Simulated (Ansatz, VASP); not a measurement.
Li: VASP beside Ansatz

```
CELL_PARAMETERS angstrom
3.43332 1.98223 7.60645
-3.43332 1.98223 7.60645
0.00000 -3.96446 7.60645
ATOMIC_POSITIONS crystal
Li 0.08167 0.52680 0.08167
Li 0.08167 0.08167 0.52680
Li 0.52680 0.08167 0.08167
Li 0.91833 0.47320 0.91833
Li 0.47320 0.91833 0.91833
Li 0.91833 0.91833 0.47320
Li 0.22854 0.62728 0.22854
Li 0.22854 0.22854 0.62728
Li 0.62728 0.22854 0.22854
Li 0.77146 0.37272 0.77146
Li 0.37272 0.77146 0.77146
Li 0.77146 0.77146 0.37272
```

Alike in both runs: functional r2SCAN; k mesh 3 × 3 × 3; occupations gaussian, width 0.1 eV; no spin polarisation.

Ansatz relaxed the structure, and its values are those at the end. VASP's run is a single point on that final structure, the one shown.

|  | VASP | Ansatz |
| --- | --- | --- |
| version | VASP 6.6.1 | Ansatz 0.2.0 |
| potentials or method | VASP PAW PBE potentials, release 64 (Li_sv), cutoff 520 eV | scalar-relativistic, plane waves, PAW |
| valence electrons in the cell | 36 | 36 |

Ansatz gave:

```
gap on the k mesh at the Fermi level (eV) : none
rms of the force components (eV/Å)        : 0.010
```

**Question.** Which values does VASP return?

**Answer.** gap on the k mesh at the Fermi level (eV): none; rms of the force components (eV/Å): 0.032.

VASP's potentials were made for PBE, not for r2SCAN. A gap of «none» marks a metal or a gap that the smearing closes.

The k mesh is coarse, so the values compare programs but aren't converged. Noted on VASP's run: the cutoff is short for stress, so the pressure is rough.
